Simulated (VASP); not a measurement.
# Sb (Im-3m) in VASP: further runs

The runs below take Sb through single point, with PBE.

All numbers are computed with VASP 6.6.1; they aren't measurements. Logs are shortened: lines on timing, memory, paths and dates and some standing lists are left out, and cuts for length are marked.

## 1. The cell of the first run

It takes space group Im-3m (No. 229, cubic). The conventional cell has a = 3.743 Å, b = 3.743 Å, c = 3.743 Å, α = 90.00°, β = 90.00°, γ = 90.00°. Within 4.3 Å of Sb (site symmetry m-3m) lie 14 Sb at 3.24 to 3.74 Å.

## 2. Single point, PBE

File INCAR:

```
SYSTEM = Sb
  PREC = Accurate
  ENCUT = 520
  EDIFF = 1E-6
  ISMEAR = 0
  SIGMA = 0.022
  LREAL = .False.
  LASPH = .True.
  NELM = 100
  ALGO = Normal
  ISIF = 2
  LWAVE = .False.
  LCHARG = .False.
  GGA = PE
  NBANDS = 8
```

File KPOINTS:

```
regular mesh
0
Gamma
  10 10 10
  0 0 0
```

File POSCAR:

```
Sb
1.0
   -1.8713408863      1.8713408863      1.8713408863
    1.8713408863     -1.8713408863      1.8713408863
    1.8713408863      1.8713408863     -1.8713408863
Sb
1
Direct
    0.0000000000      0.0000000000      0.0000000000
```

Potentials or basis: VASP PAW PBE potentials, release 64 (Sb).

Run with:

```sh
cat potpaw_PBE.64/Sb/POTCAR > POTCAR
mpirun -np 1 vasp_std > vasp.out
```

OUTCAR:

```text
SYSTEM = Sb
   PREC = Accurate
   ENCUT = 520
   EDIFF = 1E-6
   ISMEAR = 0
   LREAL = .False.
   LASPH = .True.
   NELM = 100
   ISIF = 2
   GGA = PE

 ion  position               nearest neighbor table
   1  0.000  0.000  0.000-

  LATTYP: Found a body centered cubic cell.
 ALAT       =     3.7426817726

  Lattice vectors:

 A1 = (  -1.8713408863,   1.8713408863,   1.8713408863)
 A2 = (   1.8713408863,  -1.8713408863,   1.8713408863)
 A3 = (   1.8713408863,   1.8713408863,  -1.8713408863)

Analysis of symmetry for initial positions (statically):
=====================================================================
 Subroutine PRICEL returns:
 Original cell was already a primitive cell.

 Routine SETGRP: Setting up the symmetry group for a
 body centered cubic supercell.

 Subroutine GETGRP returns: Found 48 space group operations
 (whereof 48 operations were pure point group operations)
 out of a pool of 48 trial point group operations.

The static configuration has the point symmetry O_h .

Analysis of symmetry for dynamics (positions and initial velocities):
=====================================================================
 Subroutine PRICEL returns:
 Original cell was already a primitive cell.

 Routine SETGRP: Setting up the symmetry group for a
 body centered cubic supercell.

 Subroutine GETGRP returns: Found 48 space group operations
 (whereof 48 operations were pure point group operations)
 out of a pool of 48 trial point group operations.

The dynamic configuration has the point symmetry O_h .

 Subroutine INISYM returns: Found 48 space group operations
 (whereof 48 operations are pure point group operations),
 and found     1 'primitive' translations

----------------------------------------------------------------------------------------

                                     Primitive cell

  volume of cell :      26.2131

  direct lattice vectors                    reciprocal lattice vectors
    -1.871340886  1.871340886  1.871340886     0.000000000  0.267188092  0.267188092
     1.871340886 -1.871340886  1.871340886     0.267188092  0.000000000  0.267188092
     1.871340886  1.871340886 -1.871340886     0.267188092  0.267188092  0.000000000

  length of vectors
     3.241257493  3.241257493  3.241257493     0.377861023  0.377861023  0.377861023

  position of ions in fractional coordinates (direct lattice)
     0.000000000  0.000000000  0.000000000

  ion indices of the primitive-cell ions
   primitive index   ion index
                 1           1

----------------------------------------------------------------------------------------

 KPOINTS: regular mesh

Automatic generation of k-mesh.
 Grid dimensions read from file:
 generate k-points for:   10   10   10

 Generating k-lattice:

  Cartesian coordinates                     Fractional coordinates (reciprocal lattice)
     0.000000000  0.026718809  0.026718809     0.100000000  0.000000000  0.000000000
     0.026718809  0.000000000  0.026718809     0.000000000  0.100000000  0.000000000
     0.026718809  0.026718809  0.000000000     0.000000000  0.000000000  0.100000000

  Length of vectors
     0.037786102  0.037786102  0.037786102

  Shift w.r.t. Gamma in fractional coordinates (k-lattice)
     0.000000000  0.000000000  0.000000000

 Subroutine IBZKPT returns following result:
 ===========================================

 Found     47 irreducible k-points:

 Following reciprocal coordinates:
            Coordinates               Weight
  0.000000  0.000000  0.000000      1.000000
  0.100000  0.000000  0.000000     12.000000
  0.200000  0.000000  0.000000     12.000000
  0.300000  0.000000  0.000000     12.000000
  0.400000  0.000000  0.000000     12.000000
  0.500000  0.000000  0.000000      6.000000
[... 16 lines left out ...]
  0.300000  0.300000  0.100000      8.000000
 -0.300000  0.300000  0.100000     24.000000
 [... further k-points ...]
   k-points           NKPTS =     47   k-points in BZ     NKDIM =     47   number of bands    NBANDS=      8
   number of dos      NEDOS =    301   number of ions     NIONS =      1
   total plane-waves  NPLWV =  13824
   dimension x,y,z NGX =    24 NGY =   24 NGZ =   24
   dimension x,y,z NGXF=    48 NGYF=   48 NGZF=   48
   ions per type =               1
   NGX,Y,Z   is equivalent  to a cutoff of  12.31, 12.31, 12.31 a.u.
   NGXF,Y,Z  is equivalent  to a cutoff of  24.62, 24.62, 24.62 a.u.
 SYSTEM =  Sb
   PREC   = accura    normal or accurate (medium, high low for compatibility)
   ISTART =      0    job   : 0-new  1-cont  2-samecut
   ICHARG =      2    charge: 1-file 2-atom 10-const
   ISPIN  =      1    spin polarized calculation?
   LNONCOLLINEAR =      F non collinear calculations
   LSORBIT =      F    spin-orbit coupling
   LASPH  =      T    aspherical Exc in radial PAW
   ENCUT  =  520.0 eV  38.22 Ry    6.18 a.u.   6.03  6.03  6.03*2*pi/ulx,y,z
   NELM   =    100;   NELMIN=  2; NELMDL= -5     # of ELM steps
   EDIFF  = 0.1E-05   stopping-criterion for ELM
   LREAL  =      F    real-space projection
   EDIFFG = 0.1E-04   stopping-criterion for IOM
   NSW    =      0    number of steps for IOM
   IBRION =     -1    ionic relax: 0-MD 1-quasi-New 2-CG
   NFREE  =      0    steps in history (QN), initial steepest desc. (CG)
   ISIF   =      2    stress and relaxation
   ISYM   =      2    0-nonsym 1-usesym 2-fastsym
   POTIM  = 0.5000    time-step for ionic-motion
   TEBEG  =    0.0;   TEEND  =   0.0 temperature during run
   PSTRESS=    0.0 pullay stress
   NELECT =       5.0000    total number of electrons
   NUPDOWN=      -1.0000    fix difference up-down
   EMIN   =  10.00;   EMAX   =-10.00  energy-range for DOS
   EFERMI =   0.00;   METHOD = LEGACY
   ISMEAR =     0;   SIGMA  =   0.02  broadening in eV -4-tet -1-fermi 0-gaus
   EFERMI_NEDOS =   21; number of points for ismear=-14 and -15
   IALGO  =     38    algorithm
   IMIX   =      4    mixing-type and parameters
     AMIX     =   0.40;   BMIX     =  1.00
     AMIX_MAG =   1.60;   BMIX_MAG =  1.00
  volume/ion in A,a.u.               =      26.21       176.89
  Fermi-wavevector in a.u.,A,eV,Ry     =   0.942378  1.780837 12.083018  0.888077
  Thomas-Fermi vector in A             =   2.069982
   LORBIT       =      0    0 simple, 1 ext, 2 COOP (PROOUT), +10 PAW based schemes
   GGA     = PE    functional components
   LHFCALC =     F    Hartree Fock is set to
   AEXX    =    0.0000 exact exchange contribution
   IVDW    =     0    specifies the selected vdW correction
   LEPSILON=     F    determine dielectric tensor
   LRPA    =     F    only Hartree local field effects (RPA)
 non-spin polarized calculation
 Gauss-broadening in eV      SIGMA  =   0.02
  energy-cutoff  :      520.00
  volume of cell :       26.21
 maximum number of plane-waves:       719
   NGX = 13   NGY = 13   NGZ = 13

 number of electron       4.9999999 magnetization

 Free energy of the ion-electron system (eV)
  ---------------------------------------------------
  ext. energy  EPLUGINS =         0.00000000
  ---------------------------------------------------
  free energy    TOTEN  =        -3.88504789 eV

  energy without entropy =       -3.88436030  energy(sigma->0) =       -3.88470409

 E-fermi :   8.7888     XC(G=0): -10.3448

 val. band max:        8.7771715330   @ k =  -0.3000   0.4000   0.1000
 cond. band min:       8.7995811353   @ k =   0.3000   0.1000   0.1000
 fundamental gap:      0.0224096023
 Fermi energy:         8.7888175560

 k-point     1 :       0.0000    0.0000    0.0000
  band No.  band energies     occupation
      1      -4.2464      2.00000
      2      14.5123      0.00000
      3      14.5123      0.00000
      4      14.5123      0.00000
      5      19.4593      0.00000
      6      19.4593      0.00000
      7      19.4593      0.00000
      8      20.6256      0.00000

 k-point     2 :       0.1000    0.0000    0.0000
  band No.  band energies     occupation
      1      -4.0316      2.00000
      2      12.9470      0.00000
      3      13.8367      0.00000
      4      14.3218      0.00000
      5      18.3205      0.00000
      6      18.3999      0.00000
      7      19.9909      0.00000
      8      20.3621      0.00000

 k-point     3 :       0.2000    0.0000    0.0000
  band No.  band energies     occupation
      1      -3.3911      2.00000
      2       9.9956      0.00000
      3      12.6022      0.00000
      4      13.8192      0.00000
      5      16.9684      0.00000
      6      17.2543      0.00000
      7      19.9293      0.00000
      8      20.9364      0.00000

 k-point     4 :       0.3000    0.0000    0.0000
  band No.  band energies     occupation
      1      -2.3463      2.00000
      2       7.0062      2.00000
      3      11.5129      0.00000
      4      13.2319      0.00000
      5      16.0380      0.00000
      6      16.4247      0.00000
      7      20.5951      0.00000
      8      21.7106      0.00000

 k-point     5 :       0.4000    0.0000    0.0000
  band No.  band energies     occupation
      1      -0.9955      2.00000
      2       4.4209      2.00000
      3      10.8023      0.00000
      4      12.7955      0.00000
      5      15.4973      0.00000
      6      15.9270      0.00000
      7      21.7453      0.00000
      8      22.7887      0.00000
[... 177 lines left out ...]
 k-point    22 :      -0.2000    0.2000    0.1000
  band No.  band energies     occupation
      1      -3.1780      2.00000
      2      10.0792      0.00000
      3      11.9089      0.00000
      4      12.6873      0.00000
      5      16.6697      0.00000
      6      18.2346      0.00000
      7      18.8534      0.00000
      8      21.4759      0.00000

 k-point    23 :       0.3000    0.3000    0.1000
  band No.  band energies     occupation
      1       0.8397      2.00000
      2       5.1294      2.00000
      3       5.1294      2.00000
      4       8.9350      0.00000
      5      20.4200      0.00000
      6      22.2400      0.00000
      7      22.2400      0.00000
      8      24.7400      0.00000

 k-point    24 :      -0.3000    0.3000    0.1000
  band No.  band energies     occupation
      1      -2.1362      2.00000
      2       7.1707      2.00000
      3      10.8362      0.00000
      4      12.2186      0.00000
      5      16.4954      0.00000
      6      17.4063      0.00000
      7      18.6206      0.00000
      8      23.8263      0.00000

 [... further k-points ...]
[... 5 lines left out ...]
  --------------------------------------------------------------------------------------
  -------------------------------------------------------------------------------------
  Total        0.4940781      0.4940781      0.4940781      0.0000000      0.0000000      0.0000000
  in kB       30.1986487     30.1986487     30.1986487      0.0000000      0.0000000      0.0000000
  external PRESSURE =      30.1986487 kB  Pullay stress =       0.0000000 kB

 VOLUME and BASIS-vectors are now :
 -----------------------------------------------------------------------------
  energy-cutoff  :      520.00
  volume of cell :       26.21
      direct lattice vectors                 reciprocal lattice vectors
    -1.871340886  1.871340886  1.871340886     0.000000000  0.267188092  0.267188092
     1.871340886 -1.871340886  1.871340886     0.267188092  0.000000000  0.267188092
     1.871340886  1.871340886 -1.871340886     0.267188092  0.267188092  0.000000000

 POSITION                                       TOTAL-FORCE (eV/Angst)
 -----------------------------------------------------------------------------------
      0.00000      0.00000      0.00000         0.000000      0.000000      0.000000
 -----------------------------------------------------------------------------------
    total drift:                               -0.000000      0.000000      0.000000

  FREE ENERGIE OF THE ION-ELECTRON SYSTEM (eV)
  ---------------------------------------------------
  free  energy   TOTEN  =        -3.8850478911 eV

  energy  without entropy=       -3.8843602978  energy(sigma->0) =       -3.88470409
```

Run time: 5.5 s. Hardware: 1 thread of AMD EPYC 7R13 (Zen 3), shared host; peak memory 0.11 GiB.

Results:

* Free energy: -3.8850 eV
* Pressure: 3.0 GPa

Caveat: spin-orbit coupling is left out, which moves the levels of the heavy elements.

## 3. Single point, PBE

File INCAR:

```
  PREC = Accurate
  ENCUT = 520
  EDIFF = 1E-7
  ISMEAR = 0
  SIGMA = 0.023
  LREAL = False
  LASPH = True
  NELM = 80
  ALGO = Normal
  ISIF = 2
  LWAVE = False
  LCHARG = False
  GGA = PE
  NBANDS = 8
```

File KPOINTS:

```
Automatic mesh
0
Gamma
  10 10 10
```

POSCAR is that of step 2.

Potentials or basis: VASP PAW PBE potentials, release 64 (Sb).

Run with:

```sh
cat potpaw_PBE.64/Sb/POTCAR > POTCAR
mpirun -np 1 vasp_std > vasp.out
```

OUTCAR:

```text
PREC = Accurate
   ENCUT = 520
   EDIFF = 1E-7
   ISMEAR = 0
   LREAL = False
   LASPH = True
   NELM = 80
   ISIF = 2
   GGA = PE

 ion  position               nearest neighbor table
   1  0.000  0.000  0.000-

  LATTYP: Found a body centered cubic cell.
 ALAT       =     3.7426817726

  Lattice vectors:

 A1 = (  -1.8713408863,   1.8713408863,   1.8713408863)
 A2 = (   1.8713408863,  -1.8713408863,   1.8713408863)
 A3 = (   1.8713408863,   1.8713408863,  -1.8713408863)

Analysis of symmetry for initial positions (statically):
=====================================================================
 Subroutine PRICEL returns:
 Original cell was already a primitive cell.

 Routine SETGRP: Setting up the symmetry group for a
 body centered cubic supercell.

 Subroutine GETGRP returns: Found 48 space group operations
 (whereof 48 operations were pure point group operations)
 out of a pool of 48 trial point group operations.

The static configuration has the point symmetry O_h .

Analysis of symmetry for dynamics (positions and initial velocities):
=====================================================================
 Subroutine PRICEL returns:
[... 153 lines left out ...]
  energy without entropy =       -3.88434424  energy(sigma->0) =       -3.88471161

 E-fermi :   8.7888     XC(G=0): -10.3448

 val. band max:        8.7770219230   @ k =  -0.3000   0.4000   0.1000
 cond. band min:       8.7994305453   @ k =   0.3000   0.1000   0.1000
 fundamental gap:      0.0224086223
 Fermi energy:         8.7888360455

 k-point     1 :       0.0000    0.0000    0.0000
  band No.  band energies     occupation
      1      -4.2465      2.00000
      2      14.5121      0.00000
      3      14.5121      0.00000
      4      14.5121      0.00000
      5      19.4591      0.00000
      6      19.4591      0.00000
      7      19.4591      0.00000
      8      20.6256      0.00000
[... 243 lines left out ...]
 k-point    24 :      -0.3000    0.3000    0.1000
  band No.  band energies     occupation
      1      -2.1364      2.00000
      2       7.1705      2.00000
      3      10.8360      0.00000
      4      12.2184      0.00000
      5      16.4953      0.00000
      6      17.4061      0.00000
      7      18.6204      0.00000
      8      23.8260      0.00000

 [... further k-points ...]
[... 5 lines left out ...]
  --------------------------------------------------------------------------------------
  -------------------------------------------------------------------------------------
  Total        0.4947683      0.4947683      0.4947683     -0.0000000      0.0000000      0.0000000
  in kB       30.2408342     30.2408342     30.2408342     -0.0000000      0.0000000      0.0000000
  external PRESSURE =      30.2408342 kB  Pullay stress =       0.0000000 kB

 VOLUME and BASIS-vectors are now :
 -----------------------------------------------------------------------------
  energy-cutoff  :      520.00
  volume of cell :       26.21
      direct lattice vectors                 reciprocal lattice vectors
    -1.871340886  1.871340886  1.871340886     0.000000000  0.267188092  0.267188092
     1.871340886 -1.871340886  1.871340886     0.267188092  0.000000000  0.267188092
     1.871340886  1.871340886 -1.871340886     0.267188092  0.267188092  0.000000000

 POSITION                                       TOTAL-FORCE (eV/Angst)
 -----------------------------------------------------------------------------------
      0.00000      0.00000      0.00000         0.000000      0.000000     -0.000000
 -----------------------------------------------------------------------------------
    total drift:                               -0.000000     -0.000000     -0.000000

  FREE ENERGIE OF THE ION-ELECTRON SYSTEM (eV)
  ---------------------------------------------------
  free  energy   TOTEN  =        -3.8850789818 eV

  energy  without entropy=       -3.8843442384  energy(sigma->0) =       -3.88471161
```

It took 6.8 s on 1 thread of AMD EPYC 7R13 (Zen 3), shared host; peak memory 0.11 GiB.

What came out:

```yaml
Free_energy: -3.8851 eV
Pressure: 3.0 GPa
```

Caveat: spin-orbit coupling is left out, which moves the levels of the heavy elements.
